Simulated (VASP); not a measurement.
I, 2 atoms in the cell. It takes space group P6_3/mmc (No. 194, hexagonal). Conventional cell: a = 2.758 Å, b = 2.758 Å, c = 4.703 Å, α = 90.00°, β = 90.00°, γ = 120.00°. Within 3.6 Å of I (site symmetry -6m2) lie 12 I at 2.76 to 2.84 Å.  This cell differs from its parent crystal: volume scaled by 0.4.

```yaml
Program: VASP 6.6.1
Task: density of states
Functional: PBE
Potentials_or_basis: VASP PAW PBE potentials, release 64 (I)
Cutoff: 520 eV
k_mesh: 12 × 12 × 7
Occupations: fermi-dirac, width 0.08 eV
Spin: no spin polarisation
Dipole_correction: no
k_mesh_for_the_DOS: 18 × 18 × 11
Occupations_for_the_DOS: tetrahedron
Further_INCAR_settings: ALGO = Normal; EDIFF = 1e-07
```

Potentials or basis: VASP PAW PBE potentials, release 64 (I).

Command:

```bash
$ cat potpaw_PBE.64/I/POTCAR > POTCAR
$ cp INCAR.step1 INCAR
$ cp KPOINTS.step1 KPOINTS
$ mpirun -np 1 vasp_std > vasp.out
$ cp INCAR.step2 INCAR
$ cp KPOINTS.step2 KPOINTS
$ mpirun -np 1 vasp_std > vasp.out
```

Hardware: 1 thread of Intel(R) Xeon(R) 6975P-C (Granite Rapids) (shared host).

**Question.** How long does it take, and how much memory?

**Answer.** It took 40 s on 1 thread of Intel(R) Xeon(R) 6975P-C (Granite Rapids) (shared host), peak memory 0.19 GiB. Counts: k points 222.
